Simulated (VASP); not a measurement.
# LiB2C2 (Cm) in VASP: single point with PBE

Aim: the single point of LiB2C2 with PBE.

All numbers are computed with VASP 6.6.1; they aren't measurements. Logs are shortened: lines on timing, memory, paths and dates and some standing lists are left out, and cuts for length are marked.

### Step 1. The cell of the first run

The structure is monoclinic, space group Cm (No. 8). The conventional cell has a = 4.561 Å, b = 2.728 Å, c = 7.084 Å, α = 90.00°, β = 92.17°, γ = 90.00°. Within 2.8 Å of Li (site symmetry m) lie 6 C at 2.02 to 2.32 Å and 6 B at 2.30 to 2.53 Å and 6 Li at 2.66 to 2.73 Å. B (site symmetry m) has 3 C at 1.47 to 1.76 Å within 2.0 Å. Within 1.9 Å of B (site symmetry m) lie 3 C at 1.43 to 1.66 Å. C (site symmetry m) has 3 B at 1.43 to 1.66 Å within 1.9 Å. Within 2.1 Å of C (site symmetry m) lie 3 B at 1.47 to 1.76 Å and 1 Li at 2.02 Å.

### Step 2. Single point, PBE (strained and its atoms moved)

Input file INCAR:

```
PREC     = Accurate       # precision mode
ENCUT    = 520            # plane-wave cutoff, eV
EDIFF    = 1E-6           # SCF threshold, eV
ISMEAR   = 0              # smearing method
SIGMA    = 0.1            # smearing width, eV
LREAL    = F              # projectors in reciprocal space
LASPH    = T              # aspherical terms in the spheres
NELM     = 100            # most SCF steps
ALGO     = Normal         # electronic algorithm
ISIF     = 2              # what is computed and relaxed
LWAVE    = F              # write WAVECAR
LCHARG   = F              # write CHGCAR
GGA      = PE             # functional
NBANDS   = 16             # bands
```

Input file KPOINTS:

```
regular mesh
0
Gamma
  14 14 6
```

Input file POSCAR:

```
LiB2C2
1.0
    2.7277560210      0.0000000000      0.0000000000
   -1.3638780105      2.2802578225      0.0437511966
    0.0000000000      0.1324669663      7.0826762766
Li B C
1 2 2
Direct
   -0.0016877350     -0.0033754699      0.5035178396
    0.3232392885      0.6464785869      0.7449086785
    0.6387188495      0.2774376891      0.2407427470
    0.3303322998      0.6606646097      0.2842372472
    0.7093972971      0.4187945843      0.7265934877
```

Potentials or basis: VASP PAW PBE potentials, release 64 (Li_sv, B, C).

Started as:

```sh
cat potpaw_PBE.64/Li_sv/POTCAR potpaw_PBE.64/B/POTCAR potpaw_PBE.64/C/POTCAR > POTCAR
mpirun -np 1 vasp_std > vasp.out
```

OUTCAR:

```text
PREC = Accurate
   ENCUT = 520
   EDIFF = 1E-6
   ISMEAR = 0
   LREAL = F
   LASPH = T
   NELM = 100
   ISIF = 2
   GGA = PE

 ion  position               nearest neighbor table
   1  0.998  0.997  0.504-   5 2.02   4 2.13   4 2.22   4 2.22   2 2.30   2 2.31   2 2.31   5 2.32
                             5 2.32   3 2.38   3 2.38
   2  0.323  0.646  0.745-   5 1.47   5 1.47   5 1.76   1 2.30   1 2.31   1 2.31
   3  0.639  0.277  0.241-   4 1.43   4 1.66   4 1.66   1 2.38   1 2.38
   4  0.330  0.661  0.284-   3 1.43   3 1.66   3 1.66   1 2.13   1 2.22   1 2.22
   5  0.709  0.419  0.727-   2 1.47   2 1.47   2 1.76   1 2.02   1 2.32   1 2.32

  LATTYP: Found a base centered monoclinic cell.
 ALAT       =     4.5613550198
 B/A-ratio  =     0.5980144078
 C/A-ratio  =     1.5530286284
 COS(beta)  =    -0.0378763089

  Lattice vectors:

 A1 = (  -1.3638780105,  -2.2802578225,  -0.0437511966)
 A2 = (   1.3638780105,  -2.2802578225,  -0.0437511966)
 A3 = (   0.0000000000,   0.1324669663,   7.0826762766)

Analysis of symmetry for initial positions (statically):
=====================================================================
 Subroutine PRICEL returns:
 Original cell was already a primitive cell.

 Routine SETGRP: Setting up the symmetry group for a
 base centered monoclinic supercell.

 Subroutine GETGRP returns: Found  2 space group operations
 (whereof  2 operations were pure point group operations)
 out of a pool of  4 trial point group operations.

The static configuration has the point symmetry C_1h.

Analysis of symmetry for dynamics (positions and initial velocities):
=====================================================================
 Subroutine PRICEL returns:
 Original cell was already a primitive cell.

 Routine SETGRP: Setting up the symmetry group for a
 base centered monoclinic supercell.

 Subroutine GETGRP returns: Found  2 space group operations
 (whereof  2 operations were pure point group operations)
 out of a pool of  4 trial point group operations.

The dynamic configuration has the point symmetry C_1h.

 Subroutine INISYM returns: Found  2 space group operations
 (whereof  2 operations are pure point group operations),
 and found     1 'primitive' translations

----------------------------------------------------------------------------------------

                                     Primitive cell

  volume of cell :      44.0383

  direct lattice vectors                    reciprocal lattice vectors
     2.727756021  0.000000000  0.000000000     0.366601702  0.219352165 -0.004102533
    -1.363878010  2.280257822  0.043751197     0.000000000  0.438704331 -0.008205067
     0.000000000  0.132466966  7.082676277     0.000000000 -0.002709970  0.141240252

  length of vectors
     2.727756021  2.657377115  7.083914930     0.427234141  0.438781053  0.141266248

  position of ions in fractional coordinates (direct lattice)
     0.998312265  0.996624530  0.503517840
     0.323239288  0.646478587  0.744908679
     0.638718850  0.277437689  0.240742747
     0.330332300  0.660664610  0.284237247
     0.709397297  0.418794584  0.726593488

  ion indices of the primitive-cell ions
   primitive index   ion index
                 1           1
                 2           2
                 3           3
                 4           4
                 5           5

----------------------------------------------------------------------------------------

 KPOINTS: regular mesh

Automatic generation of k-mesh.
 Grid dimensions read from file:
 generate k-points for:   14   14    6

 Generating k-lattice:

  Cartesian coordinates                     Fractional coordinates (reciprocal lattice)
     0.026185836  0.015668012 -0.000293038     0.071428571  0.000000000  0.000000000
     0.000000000  0.031336024 -0.000586076     0.000000000  0.071428571  0.000000000
     0.000000000 -0.000451662  0.023540042     0.000000000 -0.000000000  0.166666667

  Length of vectors
     0.030516724  0.031341504  0.023544375

  Shift w.r.t. Gamma in fractional coordinates (k-lattice)
     0.000000000  0.000000000  0.000000000

 Subroutine IBZKPT returns following result:
 ===========================================

 Found    324 irreducible k-points:

 Following reciprocal coordinates:
            Coordinates               Weight
  0.000000  0.000000  0.000000      1.000000
  0.071429  0.000000  0.000000      4.000000
  0.142857 -0.000000 -0.000000      4.000000
  0.214286 -0.000000 -0.000000      4.000000
  0.285714 -0.000000 -0.000000      4.000000
  0.357143 -0.000000  0.000000      4.000000
[... 16 lines left out ...]
  0.071429  0.142857  0.000000      4.000000
  0.142857  0.142857 -0.000000      4.000000
 [... further k-points ...]
   k-points           NKPTS =    324   k-points in BZ     NKDIM =    324   number of bands    NBANDS=     16
   number of dos      NEDOS =    301   number of ions     NIONS =      5
   total plane-waves  NPLWV =  21600
   dimension x,y,z NGX =    20 NGY =   20 NGZ =   54
   dimension x,y,z NGXF=    40 NGYF=   40 NGZF=  108
   ions per type =               1   2   2
   NGX,Y,Z   is equivalent  to a cutoff of  12.19, 12.51, 12.67 a.u.
   NGXF,Y,Z  is equivalent  to a cutoff of  24.38, 25.02, 25.35 a.u.
 SYSTEM =  unknown system
   PREC   = accura    normal or accurate (medium, high low for compatibility)
   ISTART =      0    job   : 0-new  1-cont  2-samecut
   ICHARG =      2    charge: 1-file 2-atom 10-const
   ISPIN  =      1    spin polarized calculation?
   LNONCOLLINEAR =      F non collinear calculations
   LSORBIT =      F    spin-orbit coupling
   LASPH  =      T    aspherical Exc in radial PAW
   ENCUT  =  520.0 eV  38.22 Ry    6.18 a.u.   5.07  4.94 13.17*2*pi/ulx,y,z
   NELM   =    100;   NELMIN=  2; NELMDL= -5     # of ELM steps
   EDIFF  = 0.1E-05   stopping-criterion for ELM
   LREAL  =      F    real-space projection
   EDIFFG = 0.1E-04   stopping-criterion for IOM
   NSW    =      0    number of steps for IOM
   IBRION =     -1    ionic relax: 0-MD 1-quasi-New 2-CG
   NFREE  =      0    steps in history (QN), initial steepest desc. (CG)
   ISIF   =      2    stress and relaxation
   ISYM   =      2    0-nonsym 1-usesym 2-fastsym
   POTIM  = 0.5000    time-step for ionic-motion
   TEBEG  =    0.0;   TEEND  =   0.0 temperature during run
   PSTRESS=    0.0 pullay stress
   NELECT =      17.0000    total number of electrons
   NUPDOWN=      -1.0000    fix difference up-down
   EMIN   =  10.00;   EMAX   =-10.00  energy-range for DOS
   EFERMI =   0.00;   METHOD = LEGACY
   ISMEAR =     0;   SIGMA  =   0.10  broadening in eV -4-tet -1-fermi 0-gaus
   EFERMI_NEDOS =   21; number of points for ismear=-14 and -15
   IALGO  =     38    algorithm
   IMIX   =      4    mixing-type and parameters
     AMIX     =   0.40;   BMIX     =  1.00
     AMIX_MAG =   1.60;   BMIX_MAG =  1.00
  volume/ion in A,a.u.               =       8.81        59.44
  Fermi-wavevector in a.u.,A,eV,Ry     =   1.192012  2.252577 19.332434  1.420894
  Thomas-Fermi vector in A             =   2.328061
   LORBIT       =      0    0 simple, 1 ext, 2 COOP (PROOUT), +10 PAW based schemes
   GGA     = PE    functional components
   LHFCALC =     F    Hartree Fock is set to
   AEXX    =    0.0000 exact exchange contribution
   IVDW    =     0    specifies the selected vdW correction
   LEPSILON=     F    determine dielectric tensor
   LRPA    =     F    only Hartree local field effects (RPA)
 non-spin polarized calculation
 Gauss-broadening in eV      SIGMA  =   0.10
  energy-cutoff  :      520.00
  volume of cell :       44.04
 maximum number of plane-waves:      1204
   NGX = 11   NGY =  9   NGZ = 27

 number of electron      17.0000006 magnetization

 Free energy of the ion-electron system (eV)
  ---------------------------------------------------
  ext. energy  EPLUGINS =         0.00000000
  ---------------------------------------------------
  free energy    TOTEN  =       -32.75424554 eV

  energy without entropy =      -32.74673567  energy(sigma->0) =      -32.75049060

 E-fermi :   3.0803     XC(G=0): -10.1406

 val. band max:        3.0691877558   @ k =   0.0000   0.4286   0.1667
 cond. band min:       3.0807146547   @ k =   0.5000   0.1429  -0.0000
 fundamental gap:      0.0115268990
 Fermi energy:         3.0802777148

 k-point     1 :       0.0000    0.0000    0.0000
  band No.  band energies     occupation
      1     -41.5690      2.00000
      2     -11.4075      2.00000
      3     -10.8252      2.00000
      4      -2.4834      2.00000
      5      -0.4996      2.00000
      6       0.9964      2.00000
[... 8 lines left out ...]
     15      14.4505      0.00000
     16      15.2999      0.00000

 k-point     2 :       0.0714    0.0000    0.0000
  band No.  band energies     occupation
      1     -41.5661      2.00000
      2     -11.3138      2.00000
      3     -10.7267      2.00000
      4      -2.3809      2.00000
      5      -0.3877      2.00000
      6       0.7515      2.00000
[... 8 lines left out ...]
     15      14.4741      0.00000
     16      15.1748      0.00000

 k-point     3 :       0.1429   -0.0000   -0.0000
  band No.  band energies     occupation
      1     -41.5581      2.00000
      2     -11.0341      2.00000
      3     -10.4327      2.00000
      4      -2.0791      2.00000
      5      -0.0813      2.00000
      6       0.0907      2.00000
[... 8 lines left out ...]
     15      15.1270      0.00000
     16      15.5682      0.00000
[... 362 lines left out ...]
 k-point    23 :       0.0714    0.1429    0.0000
  band No.  band energies     occupation
      1     -41.5489      2.00000
      2     -10.6954      2.00000
      3     -10.1170      2.00000
      4      -1.7789      2.00000
      5       0.0109      2.00000
      6       0.2483      2.00000
[... 8 lines left out ...]
     15      14.0734      0.00000
     16      15.8937      0.00000

 k-point    24 :       0.1429    0.1429   -0.0000
  band No.  band energies     occupation
      1     -41.5381      2.00000
      2     -10.2193      2.00000
      3      -9.6294      2.00000
      4      -1.3524      2.00000
      5      -0.8968      2.00000
      6       0.0416      2.00000
[... 8 lines left out ...]
     15      14.5621      0.00000
     16      16.0723      0.00000

 [... further k-points ...]

------------------------ aborting loop because EDIFF is reached ----------------------------------------

  FORCE on cell =-STRESS in cart. coord.  units (eV):
  Direction    XX          YY          ZZ          XY          YZ          ZX
  --------------------------------------------------------------------------------------
  -------------------------------------------------------------------------------------
  Total        0.7942320      5.8933386      1.2132092      0.0000000     -1.3481822      0.0000000
  in kB       28.8952828    214.4079974     44.1382694      0.0000000    -49.0487746      0.0000000
  external PRESSURE =      95.8138499 kB  Pullay stress =       0.0000000 kB

 VOLUME and BASIS-vectors are now :
 -----------------------------------------------------------------------------
  energy-cutoff  :      520.00
  volume of cell :       44.04
      direct lattice vectors                 reciprocal lattice vectors
     2.727756021  0.000000000  0.000000000     0.366601702  0.219352165 -0.004102533
    -1.363878010  2.280257822  0.043751197     0.000000000  0.438704331 -0.008205067
     0.000000000  0.132466966  7.082676277     0.000000000 -0.002709970  0.141240252

 POSITION                                       TOTAL-FORCE (eV/Angst)
 -----------------------------------------------------------------------------------
      1.36388      2.33926      3.60986        -0.000000      0.270547     -0.624540
     -0.00000      1.57281      5.30423         0.000000      2.838493     -0.135494
      1.36388      0.66452      1.71724         0.000000      3.273596      2.376118
     -0.00000      1.54414      2.04207        -0.000000     -3.142139     -2.692496
      1.36388      1.05121      5.16455        -0.000000     -3.240497      1.076413
 -----------------------------------------------------------------------------------
    total drift:                                0.000001      0.000231      0.000379

  FREE ENERGIE OF THE ION-ELECTRON SYSTEM (eV)
  ---------------------------------------------------
  free  energy   TOTEN  =       -32.7542455369 eV

  energy  without entropy=      -32.7467356727  energy(sigma->0) =      -32.75049060
```

Wall time 2.9 min (1 thread of Intel Xeon Platinum 8259CL at 2.50GHz (Skylake/Cascade Lake), shared host); peak memory 0.31 GiB.

Results:

```yaml
Free_energy: -32.7542 eV
Largest_force: 4.138 eV/Å
Band_gap_on_the_k_mesh: zero (an odd number of electrons rules out a gap without spin polarisation)
```

Forces on the atoms (eV/Å):
```
Li   0.000  0.271 -0.625
B    0.000  2.838 -0.135
B    0.000  3.274  2.376
C    0.000 -3.142 -2.692
C    0.000 -3.240  1.076
```

Levels at points of the mesh, in eV from the Fermi level:
| k point | band 6 | band 7 | band 8 | band 9 | band 10 | band 11 | band 12 | band 13 |
| --- | --- | --- | --- | --- | --- | --- | --- | --- |
| (0.00, 0.00, 0.00) | -2.08 | -0.04 | 2.01 | 2.54 | 4.43 | 7.50 | 8.33 | 10.69 |
| (0.50, 0.00, 0.00) | -2.05 | -1.82 | -1.61 | 0.16 | 2.62 | 4.16 | 7.53 | 8.20 |
| (0.00, 0.50, 0.00) | -4.21 | -2.08 | -1.90 | 0.47 | 2.81 | 5.27 | 7.32 | 8.35 |
| (0.00, 0.00, 0.50) | -2.08 | -0.03 | 2.01 | 2.56 | 6.06 | 7.51 | 7.92 | 8.33 |
| (0.50, 0.00, 0.50) | -2.01 | -1.79 | -1.31 | -0.22 | 2.61 | 3.69 | 7.69 | 8.61 |
| (0.00, 0.50, 0.50) | -4.21 | -1.91 | -1.81 | 0.12 | 2.85 | 4.91 | 7.48 | 8.43 |

Caveat: the cell differs from its parent crystal (strained and its atoms moved); the cutoff is under 1.25 times the usual one of these potentials, so pressure, stress and relaxed cells hold a basis-set (Pulay) error; forces of over 1 eV/Å act on the atoms, so gaps and moduli don't describe the material at rest.
